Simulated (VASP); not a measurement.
TaN: single point with PBEsol

The system is TaN.

```
Ta N
1.0
     3.07815    0.00000    0.00000
    -1.53908    2.66576    0.00000
     0.00000    0.00000    4.54100
Ta N
2 2
Direct
  0.33333 0.66667 0.99393
  0.66667 0.33333 0.49393
  0.33333 0.66667 0.39107
  0.66667 0.33333 0.89107
```

This cell differs from its parent crystal: strained and its atoms moved.

```
Program             : VASP 6.6.1
Task                : single point
Functional          : PBEsol
Potentials or basis : VASP PAW PBE potentials, release 64 (Ta_pv, N)
Cutoff              : 520 eV
k mesh              : 15 × 15 × 8
Occupations         : gaussian, width 0.1 eV
Spin                : no spin polarisation
```

| Quantity | Value |
| --- | --- |
| Pressure | 176.0 GPa |
| Largest force | 2.395 eV/Å |
| Band gap on the k mesh | zero (band 16 reaches 11.72 eV, above the bottom of band 17 at 8.91 eV) |

Forces in eV/Å, atoms in the order of the input:
```
Ta   0.000  0.000 -2.395
Ta   0.000  0.000 -2.395
N    0.000  0.000  2.395
N    0.000  0.000  2.395
```

Stress tensor (GPa, compression positive):
```
180.57   0.00   0.00
  0.00 180.57   0.00
  0.00   0.00 166.96
```

Levels at points of the mesh, in eV from the Fermi level:
| k point | band 13 | band 14 | band 15 | band 16 | band 17 | band 18 | band 19 | band 20 |
| --- | --- | --- | --- | --- | --- | --- | --- | --- |
| (0.00, 0.00, 0.00) | -8.17 | -6.85 | -1.61 | -1.61 | -0.14 | 2.64 | 2.73 | 2.73 |
| (0.00, 0.00, 0.50) | -9.10 | -9.10 | 1.31 | 1.31 | 1.31 | 1.31 | 1.89 | 1.89 |

Wall time 38 s on 1 thread of Intel(R) Xeon(R) 6975P-C (Granite Rapids), on a shared host, peak memory 0.22 GiB.

Caveat: the cell differs from its parent crystal (strained and its atoms moved); the PAW data sets were made with another functional, which shifts forces and pressure a little; spin-orbit coupling is left out, which moves the levels of the heavy elements.
